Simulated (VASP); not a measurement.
A run of VASP 6.6.1:

File INCAR:

```
  PREC = Accurate
  ENCUT = 520
  EDIFF = 1E-6
  ISMEAR = 0
  SIGMA = 0.15
  LREAL = False
  LASPH = True
  NELM = 60
  ALGO = Normal
  ISIF = 2
  LWAVE = False
  LCHARG = True
  GGA = PE
  IVDW = 12
  LELF = True
  LVHAR = True
  NBANDS = 10
```

KPOINTS

```
regular mesh
0
Gamma
  12 12 12
```

POSCAR

```
K
1.0
    0.0000000000      3.2901166335      3.3918728180
    3.3918728180      0.0000000000      3.3918728180
    3.3918728180      3.2901166335      0.0000000000
K
1
Direct
    0.0000000000      0.0000000000      0.0000000000
```

Potentials or basis: VASP PAW PBE potentials, release 64 (K_sv).

Run with:

```bash
$ cat potpaw_PBE.64/K_sv/POTCAR > POTCAR
$ mpirun -np 1 vasp_std > vasp.out
```

Hardware: 1 thread of Intel(R) Xeon(R) Platinum 8259CL CPU @ 2.50GHz (Skylake/Cascade Lake), with other jobs on the host.

Q: Estimate the wall time of this run.

A: It took 78 s on 1 thread of Intel(R) Xeon(R) Platinum 8259CL CPU @ 2.50GHz (Skylake/Cascade Lake), on a shared host, peak memory 0.28 GiB. Counts: scf iterations 11, k points 163.
